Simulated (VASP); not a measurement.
Wanted: the native input for a VASP 6.6.1 run.

| Property | Result |
| --- | --- |
| Task | single point |
| Functional | HSE06 |
| Potentials or basis | VASP PAW PBE potentials, release 64 (Na_pv, I) |
| Cutoff | 520 eV |
| k mesh | 4 × 4 × 4 |
| Occupations | gaussian, width 0.01 eV |
| Spin | no spin polarisation |
| Dipole correction | no |
| Grid for exact exchange (PRECFOCK) | Normal |
| Further INCAR settings | ALGO = Normal; EDIFF = 1e-07; NBANDS = 14 |
| Screening parameter | 0.2079 1/Å |

NaI:

```xyz
2
Lattice="0.0000 3.5265 3.5747 3.5265 0.0000 3.5747 3.5265 3.5265 0.0000" Properties=species:S:1:pos:R:3 pbc="T T T"
Na    0.0000    0.0000    0.0000
I     1.7633    1.7633    1.7874
```

This cell differs from its parent crystal: epitaxial xy strain -0.5%.

These files were run (other wordings do the same):

POSCAR

```
NaI
1.0
    0.0000000000      3.5265386331      3.5747106003
    3.5265386331      0.0000000000      3.5747106003
    3.5265386331      3.5265386331      0.0000000000
Na I
1 1
Direct
    0.0000000000      0.0000000000      0.0000000000
    0.2500000000      0.2500000000      0.2500000000
```

INCAR.step1

```
SYSTEM = NaI
ALGO = Normal
EDIFF = 1E-5
ENCUT = 520
GGA = PE
ISIF = 2
ISMEAR = 0
LASPH = .True.
LCHARG = .False.
LREAL = .False.
LWAVE = .True.
NBANDS = 14
NELM = 80
PREC = Accurate
SIGMA = 0.01
```

INCAR.step2

```
SYSTEM = NaI
ALGO = Normal
EDIFF = 1E-7
ENCUT = 520
GGA = PE
HFSCREEN = 0.2079
ISIF = 2
ISMEAR = 0
ISTART = 1
LASPH = .True.
LCHARG = .False.
LHFCALC = .True.
LREAL = .False.
LWAVE = .False.
NBANDS = 14
NELM = 80
PREC = Accurate
PRECFOCK = Normal
SIGMA = 0.01
```

KPOINTS

```
k-points
0
Gamma
  4 4 4
  0 0 0
```

Potentials or basis: VASP PAW PBE potentials, release 64 (Na_pv, I).

Command:

```console
$ cat potpaw_PBE.64/Na_pv/POTCAR potpaw_PBE.64/I/POTCAR > POTCAR
$ cp INCAR.step1 INCAR
$ mpirun -np 1 vasp_std > vasp.out
$ cp INCAR.step2 INCAR
$ mpirun -np 1 vasp_std > vasp.out
```

Results of the run:

| Item | Value |
| --- | --- |
| Pressure | 0.2 GPa |
| Band gap on the k mesh | 4.79 eV, direct |

Caveat: the cell differs from its parent crystal (epitaxial xy strain -0.5%); the PAW data sets were made with another functional, which shifts forces and pressure a little; spin-orbit coupling is left out, which moves the levels of the heavy elements.

It took 11 min on 1 thread of Intel(R) Xeon(R) 6975P-C (Granite Rapids), on a shared host, peak memory 0.36 GiB.
